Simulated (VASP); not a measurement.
# ZnO (P6_3mc) in VASP: notebook

The runs below take ZnO through single point, relaxation of cell and atoms, with PBE+D3(BJ).

All numbers are computed with VASP 6.6.1; they aren't measurements. Logs are shortened: lines on timing, memory, paths and dates and some standing lists are left out, and cuts for length are marked.

### Step 1. The cell of the first run

The structure is hexagonal, space group P6_3mc (No. 186). Conventional cell: a = 3.255 Å, b = 3.255 Å, c = 5.257 Å, α = 90.00°, β = 90.00°, γ = 120.00°. Zn (site symmetry 3m) has 4 O at 1.98 to 1.99 Å within 2.6 Å. O (site symmetry 3m) has 4 Zn at 1.98 to 1.99 Å within 2.6 Å.

### Step 2. Single point, PBE+D3(BJ)

File INCAR:

```
PREC = Accurate
ENCUT = 520
EDIFF = 1E-6
ISMEAR = 0
SIGMA = 0.02
LREAL = False
LASPH = True
NELM = 80
ALGO = Normal
ISIF = 2
LWAVE = False
LCHARG = False
GGA = PE
IVDW = 12
NBANDS = 26
```

File KPOINTS:

```
Automatic mesh
0
Gamma
  12 12 6
```

File POSCAR:

```
ZnO
1.0
    3.2547873974      0.0000000000      0.0000000000
   -1.6273936987      2.8187285701      0.0000000000
    0.0000000000      0.0000000000      5.2566930519
Zn O
2 2
Direct
    0.3333333333      0.6666666667      0.5000805092
    0.6666666667      0.3333333333      0.0000805092
    0.6666666667      0.3333333333      0.3789294908
    0.3333333333      0.6666666667      0.8789294908
```

Potentials or basis: VASP PAW PBE potentials, release 64 (Zn, O).

Command:

```bash
$ cat potpaw_PBE.64/Zn/POTCAR potpaw_PBE.64/O/POTCAR > POTCAR
$ mpirun -np 1 vasp_std > vasp.out
```

OUTCAR:

```text
PREC = Accurate
   ENCUT = 520
   EDIFF = 1E-6
   ISMEAR = 0
   LREAL = False
   LASPH = True
   NELM = 80
   ISIF = 2
   GGA = PE
   IVDW = 12
 IVDW          = 12

 ion  position               nearest neighbor table
   1  0.333  0.667  0.500-   3 1.98   3 1.98   3 1.98   4 1.99
   2  0.667  0.333  0.000-   4 1.98   4 1.98   4 1.98   3 1.99
   3  0.667  0.333  0.379-   1 1.98   1 1.98   1 1.98   2 1.99
   4  0.333  0.667  0.879-   2 1.98   2 1.98   2 1.98   1 1.99

  LATTYP: Found a hexagonal cell.
 ALAT       =     3.2547873974
 C/A-ratio  =     1.6150649520

  Lattice vectors:

 A1 = (   3.2547873974,   0.0000000000,   0.0000000000)
 A2 = (  -1.6273936987,   2.8187285701,   0.0000000000)
 A3 = (   0.0000000000,   0.0000000000,   5.2566930519)

Analysis of symmetry for initial positions (statically):
=====================================================================
 Subroutine PRICEL returns:
 Original cell was already a primitive cell.

 Routine SETGRP: Setting up the symmetry group for a
 hexagonal supercell.

 Subroutine GETGRP returns: Found 12 space group operations
 (whereof  6 operations were pure point group operations)
 out of a pool of 24 trial point group operations.

The static configuration has the point symmetry C_3v.
 The point group associated with its full space group is C_6v.

Analysis of symmetry for dynamics (positions and initial velocities):
=====================================================================
 Subroutine PRICEL returns:
 Original cell was already a primitive cell.

 Routine SETGRP: Setting up the symmetry group for a
 hexagonal supercell.

 Subroutine GETGRP returns: Found 12 space group operations
 (whereof  6 operations were pure point group operations)
 out of a pool of 24 trial point group operations.

The dynamic configuration has the point symmetry C_3v.
 The point group associated with its full space group is C_6v.

 Subroutine INISYM returns: Found 12 space group operations
 (whereof  6 operations are pure point group operations),
 and found     1 'primitive' translations

----------------------------------------------------------------------------------------

                                     Primitive cell

  volume of cell :      48.2268

  direct lattice vectors                    reciprocal lattice vectors
     3.254787397  0.000000000  0.000000000     0.307239730  0.177384941  0.000000000
    -1.627393699  2.818728570  0.000000000     0.000000000  0.354769881  0.000000000
     0.000000000  0.000000000  5.256693052     0.000000000  0.000000000  0.190233668

  length of vectors
     3.254787397  3.254787397  5.256693052     0.354769881  0.354769881  0.190233668

  position of ions in fractional coordinates (direct lattice)
     0.333333333  0.666666667  0.500080509
     0.666666667  0.333333333  0.000080509
     0.666666667  0.333333333  0.378929491
     0.333333333  0.666666667  0.878929491

  ion indices of the primitive-cell ions
   primitive index   ion index
                 1           1
                 2           2
                 3           3
                 4           4

----------------------------------------------------------------------------------------

 KPOINTS: Automatic mesh

Automatic generation of k-mesh.
 Grid dimensions read from file:
 generate k-points for:   12   12    6

 Generating k-lattice:

  Cartesian coordinates                     Fractional coordinates (reciprocal lattice)
     0.025603311  0.014782078  0.000000000     0.083333333  0.000000000  0.000000000
     0.000000000  0.029564157  0.000000000     0.000000000  0.083333333  0.000000000
     0.000000000  0.000000000  0.031705611     0.000000000  0.000000000  0.166666667

  Length of vectors
     0.029564157  0.029564157  0.031705611

  Shift w.r.t. Gamma in fractional coordinates (k-lattice)
     0.000000000  0.000000000  0.000000000

 Subroutine IBZKPT returns following result:
 ===========================================

 Found     76 irreducible k-points:

 Following reciprocal coordinates:
            Coordinates               Weight
  0.000000  0.000000  0.000000      1.000000
  0.083333 -0.000000  0.000000      6.000000
  0.166667 -0.000000  0.000000      6.000000
  0.250000  0.000000  0.000000      6.000000
  0.333333  0.000000  0.000000      6.000000
  0.416667  0.000000  0.000000      6.000000
[... 16 lines left out ...]
  0.250000  0.000000  0.166667     12.000000
  0.333333  0.000000  0.166667     12.000000
 [... further k-points ...]
   k-points           NKPTS =     76   k-points in BZ     NKDIM =     76   number of bands    NBANDS=     26
   number of dos      NEDOS =    301   number of ions     NIONS =      4
   total plane-waves  NPLWV =  23040
   dimension x,y,z NGX =    24 NGY =   24 NGZ =   40
   dimension x,y,z NGXF=    48 NGYF=   48 NGZF=   80
   ions per type =               2   2
   NGX,Y,Z   is equivalent  to a cutoff of  12.26, 12.26, 12.65 a.u.
   NGXF,Y,Z  is equivalent  to a cutoff of  24.52, 24.52, 25.30 a.u.
 SYSTEM =  unknown system
   PREC   = accura    normal or accurate (medium, high low for compatibility)
   ISTART =      0    job   : 0-new  1-cont  2-samecut
   ICHARG =      2    charge: 1-file 2-atom 10-const
   ISPIN  =      1    spin polarized calculation?
   LNONCOLLINEAR =      F non collinear calculations
   LSORBIT =      F    spin-orbit coupling
   LASPH  =      T    aspherical Exc in radial PAW
   ENCUT  =  520.0 eV  38.22 Ry    6.18 a.u.   6.05  6.05  9.77*2*pi/ulx,y,z
   NELM   =     80;   NELMIN=  2; NELMDL= -5     # of ELM steps
   EDIFF  = 0.1E-05   stopping-criterion for ELM
   LREAL  =      F    real-space projection
   EDIFFG = 0.1E-04   stopping-criterion for IOM
   NSW    =      0    number of steps for IOM
   IBRION =     -1    ionic relax: 0-MD 1-quasi-New 2-CG
   NFREE  =      0    steps in history (QN), initial steepest desc. (CG)
   ISIF   =      2    stress and relaxation
   ISYM   =      2    0-nonsym 1-usesym 2-fastsym
   POTIM  = 0.5000    time-step for ionic-motion
   TEBEG  =    0.0;   TEEND  =   0.0 temperature during run
   PSTRESS=    0.0 pullay stress
   NELECT =      36.0000    total number of electrons
   NUPDOWN=      -1.0000    fix difference up-down
   EMIN   =  10.00;   EMAX   =-10.00  energy-range for DOS
   EFERMI =   0.00;   METHOD = LEGACY
   ISMEAR =     0;   SIGMA  =   0.02  broadening in eV -4-tet -1-fermi 0-gaus
   EFERMI_NEDOS =   21; number of points for ismear=-14 and -15
   IALGO  =     38    algorithm
   IMIX   =      4    mixing-type and parameters
     AMIX     =   0.40;   BMIX     =  1.00
     AMIX_MAG =   1.60;   BMIX_MAG =  1.00
  volume/ion in A,a.u.               =      12.06        81.36
  Fermi-wavevector in a.u.,A,eV,Ry     =   1.485067  2.806370 30.006631  2.205425
  Thomas-Fermi vector in A             =   2.598525
   LORBIT       =      0    0 simple, 1 ext, 2 COOP (PROOUT), +10 PAW based schemes
   GGA     = PE    functional components
   LHFCALC =     F    Hartree Fock is set to
   AEXX    =    0.0000 exact exchange contribution
   IVDW    =    12    specifies the selected vdW correction
   LEPSILON=     F    determine dielectric tensor
   LRPA    =     F    only Hartree local field effects (RPA)
 non-spin polarized calculation
 Gauss-broadening in eV      SIGMA  =   0.02
  energy-cutoff  :      520.00
  volume of cell :       48.23
 maximum number of plane-waves:      1320
   NGX = 13   NGY = 13   NGZ = 19

 number of electron      36.0000035 magnetization

 Free energy of the ion-electron system (eV)
  ---------------------------------------------------
  ext. energy  EPLUGINS =         0.00000000
  ---------------------------------------------------
  free energy    TOTEN  =       -17.84376134 eV

  energy without entropy =      -17.84376134  energy(sigma->0) =      -17.84376134

 E-fermi :   1.1702     XC(G=0): -10.8422

 val. band max:        1.0899076587   @ k =   0.0000   0.0000   0.0000
 cond. band min:       1.8495760484   @ k =   0.0000   0.0000   0.0000
 fundamental gap:      0.7596683897
 Fermi energy:         1.1702334171

 k-point     1 :       0.0000    0.0000    0.0000
  band No.  band energies     occupation
      1     -16.9012      2.00000
      2     -16.2022      2.00000
      3      -4.5472      2.00000
      4      -4.5472      2.00000
      5      -4.5081      2.00000
      6      -4.4619      2.00000
[... 18 lines left out ...]
     25      15.1766      0.00000
     26      15.1766      0.00000

 k-point     2 :       0.0833   -0.0000    0.0000
  band No.  band energies     occupation
      1     -16.8636      2.00000
      2     -16.1853      2.00000
      3      -4.5915      2.00000
      4      -4.5252      2.00000
      5      -4.4829      2.00000
      6      -4.4115      2.00000
[... 18 lines left out ...]
     25      15.0859      0.00000
     26      15.2653      0.00000

 k-point     3 :       0.1667   -0.0000    0.0000
  band No.  band energies     occupation
      1     -16.7581      2.00000
      2     -16.1404      2.00000
      3      -4.6923      2.00000
      4      -4.4676      2.00000
      5      -4.4459      2.00000
      6      -4.3677      2.00000
[... 18 lines left out ...]
     25      15.0569      0.00000
     26      15.3508      0.00000

 k-point     4 :       0.2500    0.0000    0.0000
  band No.  band energies     occupation
      1     -16.6050      2.00000
      2     -16.0836      2.00000
      3      -4.7936      2.00000
      4      -4.4606      2.00000
      5      -4.3970      2.00000
      6      -4.2771      2.00000
[... 18 lines left out ...]
     25      14.3878      0.00000
     26      15.2066      0.00000
[... 496 lines left out ...]
      1     -16.7180      2.00000
      2     -16.1829      2.00000
      3      -4.7232      2.00000
      4      -4.5397      2.00000
      5      -4.4578      2.00000
      6      -4.4105      2.00000
[... 18 lines left out ...]
     25      14.2385      0.00000
     26      15.1476      0.00000

 k-point    23 :       0.2500    0.0000    0.1667
  band No.  band energies     occupation
      1     -16.5703      2.00000
      2     -16.1185      2.00000
      3      -4.8233      2.00000
      4      -4.5571      2.00000
      5      -4.3828      2.00000
      6      -4.3007      2.00000
[... 18 lines left out ...]
     25      14.3898      0.00000
     26      15.0808      0.00000

 k-point    24 :       0.3333    0.0000    0.1667
  band No.  band energies     occupation
      1     -16.4091      2.00000
      2     -16.0624      2.00000
      3      -4.8710      2.00000
      4      -4.5891      2.00000
      5      -4.3195      2.00000
      6      -4.1665      2.00000
[... 18 lines left out ...]
     25      14.4470      0.00000
     26      15.0342      0.00000

 [... further k-points ...]

------------------------ aborting loop because EDIFF is reached ----------------------------------------

 Edisp (eV)   -0.88500

 E8    (eV) :    -0.3340

  FORCE on cell =-STRESS in cart. coord.  units (eV):
  Direction    XX          YY          ZZ          XY          YZ          ZX
  --------------------------------------------------------------------------------------
  -------------------------------------------------------------------------------------
  Total       0.30894     0.30894     0.30584     0.00000     0.00000     0.00000
  in kB      10.26355    10.26355    10.16043     0.00000     0.00000     0.00000
  external pressure =       10.23 kB  Pullay stress =        0.00 kB

 VOLUME and BASIS-vectors are now :
 -----------------------------------------------------------------------------
  energy-cutoff  :      520.00
  volume of cell :       48.23
      direct lattice vectors                 reciprocal lattice vectors
     3.254787397  0.000000000  0.000000000     0.307239730  0.177384941  0.000000000
    -1.627393699  2.818728570  0.000000000     0.000000000  0.354769881  0.000000000
     0.000000000  0.000000000  5.256693052     0.000000000  0.000000000  0.190233668

 POSITION                                       TOTAL-FORCE (eV/Angst)
 -----------------------------------------------------------------------------------
     -0.00000      1.87915      2.62877        -0.000000      0.000000      0.001048
      1.62739      0.93958      0.00042         0.000000      0.000000      0.001048
      1.62739      0.93958      1.99192         0.000000      0.000000     -0.001048
     -0.00000      1.87915      4.62026         0.000000     -0.000000     -0.001048
 -----------------------------------------------------------------------------------
    total drift:                               -0.000000     -0.000001     -0.000577

  FREE ENERGIE OF THE ION-ELECTRON SYSTEM (eV)
  ---------------------------------------------------
  free  energy   TOTEN  =       -18.7287662223 eV

  energy  without entropy=      -18.7287662223  energy(sigma->0) =      -18.72876622
```

It took 1.7 min on 1 thread of Intel Xeon 8259CL, shared host; peak memory 0.23 GiB.

Results:

```
Free energy                : -18.7288 eV
Pressure                   : 1.0 GPa
Band gap on the k mesh     : 0.76 eV
Dispersion energy per atom : -0.221 eV
```

Caveat: semilocal functionals underestimate gaps, and a narrow one can read as zero.

(Continued in part 2 of 2.)
